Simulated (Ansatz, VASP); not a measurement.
Zn3S5 in VASP and in Ansatz

The input INCAR:

```
SYSTEM = Zn3S5
ALGO     = Normal         ! electronic algorithm
EDIFF    = 1E-7           ! SCF threshold, eV
EDIFFG   = -0.08          ! ionic threshold
ENCUT    = 600            ! plane-wave cutoff, eV
GGA      = PE             ! functional
IBRION   = 2              ! ionic algorithm
ISIF     = 3              ! what is computed and relaxed
ISMEAR   = 0              ! smearing method
LASPH    = .True.         ! aspherical terms in the spheres
LCHARG   = .False.        ! write CHGCAR
LREAL    = .False.        ! projectors in reciprocal space
LWAVE    = .False.        ! write WAVECAR
NELM     = 100            ! most SCF steps
NSW      = 36             ! ionic steps
PREC     = Accurate       ! precision mode
SIGMA    = 0.2            ! smearing width, eV
```

Contents of KPOINTS:

```
k-points
0
Gamma
  4 4 2
  0 0 0
```

POSCAR

```
Zn3S5
1.0
    2.7000000000     -2.7000000000      0.0000000000
    2.7000000000      2.7000000000      0.0000000000
    0.0000000000      0.0000000000     11.1000000000
Zn S
3 5
Direct
    0.5000000000      0.5000000000      0.7570000000
    0.5000000000      0.5000000000      0.2430000000
    0.0000000000      0.0000000000      0.0000000000
    0.5000000000      0.0000000000      0.6350000000
    0.8000000000      0.2000000000      0.5000000000
    0.0000000000      0.5000000000      0.3650000000
    0.0000000000      0.5000000000      0.8780000000
    0.5000000000      0.0000000000      0.1220000000
```

Input for Ansatz:

```yaml
crystal:
  lattice:
    - [2.7, -2.7, 0.0]
    - [2.7, 2.7, 0.0]
    - [0.0, 0.0, 11.1]
  atoms:
    - { symbol: Zn, position: [0.5, 0.5, 0.757] }
    - { symbol: Zn, position: [0.5, 0.5, 0.243] }
    - { symbol: Zn, position: [0.0, 0.0, 0.0] }
    - { symbol: S, position: [0.5, 0.0, 0.635] }
    - { symbol: S, position: [0.8, 0.2, 0.5] }
    - { symbol: S, position: [0.0, 0.5, 0.365] }
    - { symbol: S, position: [0.0, 0.5, 0.878] }
    - { symbol: S, position: [0.5, 0.0, 0.122] }
basis:
  ecutwfc: 420
kpoints:
  mp_grid: { grid: [4, 4, 2] }
hamiltonian:
  xc: pbe
scf:
  occupations: { method: gaussian, width: 0.2 }
  lower_state_search: "off"
output:
  forces: true
  stress: true
  eigenvalues: true
relax:
  adjacent_minimum: "off"
  f_tol: 0.08
  max_steps: 16
  cell: { stress_tol: 0.8 }
```

Alike in both runs: task relaxation of cell and atoms; functional PBE; k mesh 4 × 4 × 2; occupations gaussian, width 0.2 eV; no spin polarisation.

```csv
,VASP,Ansatz
version,VASP 6.6.1,Ansatz 0.2.0
potentials or method,"VASP PAW PBE potentials, release 64 (Zn, S), cutoff 600 eV","scalar-relativistic, plane waves, PAW"
valence electrons in the cell,66,66
```

|  | VASP | Ansatz | Ansatz less VASP |
| --- | --- | --- | --- |
| gap on the k mesh at the Fermi level, each at its own relaxed structure (eV) | none | none | - |
| relaxed volume (Å³/atom) | 20.38 | 20.47 | +0.092 |
| relaxed length of the cell vector where the two differ most in proportion (Å) | 10.876 | 10.890 | +0.0143 |

A gap of «none» marks a metal or a gap that the smearing closes.

The k mesh is coarse, so the values compare programs but aren't converged.
